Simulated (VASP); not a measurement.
A run of VASP 6.6.1 is set up as follows.

POSCAR

```
SiC
1.0
    0.0000000000      2.1439603576      2.1439603576
    2.1439603576      0.0000000000      2.1439603576
    2.1439603576      2.1439603576      0.0000000000
Si C
1 1
Direct
    0.0000000000      0.0000000000      0.0000000000
    0.7500000000      0.7500000000      0.7500000000
```

INCAR.step1

```
SYSTEM = SiC
PREC     = Accurate       ! precision mode
ENCUT    = 520            ! plane-wave cutoff, eV
ISMEAR   = 0              ! smearing method
SIGMA    = 0.05           ! smearing width, eV
LREAL    = .FALSE.        ! projectors in reciprocal space
LASPH    = .TRUE.         ! aspherical terms in the spheres
NELM     = 100            ! most SCF steps
NBANDS   = 11             ! bands
GGA      = PE             ! functional
ALGO     = Normal         ! electronic algorithm
EDIFF    = 1E-4           ! SCF threshold, eV
LWAVE    = .TRUE.         ! write WAVECAR
LCHARG   = .FALSE.        ! write CHGCAR
```

File INCAR.step2:

```
SYSTEM = SiC
PREC     = Accurate       ! precision mode
ENCUT    = 520            ! plane-wave cutoff, eV
EDIFF    = 1E-7           ! SCF threshold, eV
ISMEAR   = 0              ! smearing method
SIGMA    = 0.05           ! smearing width, eV
LREAL    = .FALSE.        ! projectors in reciprocal space
LASPH    = .TRUE.         ! aspherical terms in the spheres
NELM     = 100            ! most SCF steps
ALGO     = Normal         ! electronic algorithm
ISIF     = 2              ! what is computed and relaxed
LWAVE    = .FALSE.        ! write WAVECAR
LCHARG   = .FALSE.        ! write CHGCAR
METAGGA  = R2SCAN         ! meta-GGA
LMIXTAU  = .TRUE.       
IVDW     = 13             ! dispersion correction
VDW_S6   = 1.0          
VDW_S8   = 0.6018749    
VDW_A1   = 0.51559235   
VDW_A2   = 5.77342911   
NBANDS   = 11             ! bands
ISTART   = 1
```

File KPOINTS:

```
Automatic mesh
0
G
  10 10 10
  0 0 0
```

Potentials or basis: VASP PAW PBE potentials, release 64 (Si, C).

Command:

```console
$ cat potpaw_PBE.64/Si/POTCAR potpaw_PBE.64/C/POTCAR > POTCAR
$ cp INCAR.step1 INCAR
$ mpirun -np 1 vasp_std > vasp.out
$ cp INCAR.step2 INCAR
$ mpirun -np 1 vasp_std > vasp.out
```

Q: What does it give for the pressure?

A: 9.9 GPa.

Q: What does it give for the band gap on the k mesh?

A: 1.69 eV, indirect (least direct gap 5.12 eV).

Q: Predict the dispersion energy per atom.

A: -0.128 eV.

Caveat: the PAW data sets were made with another functional, which shifts forces and pressure a little. A k mesh can miss the band edges.
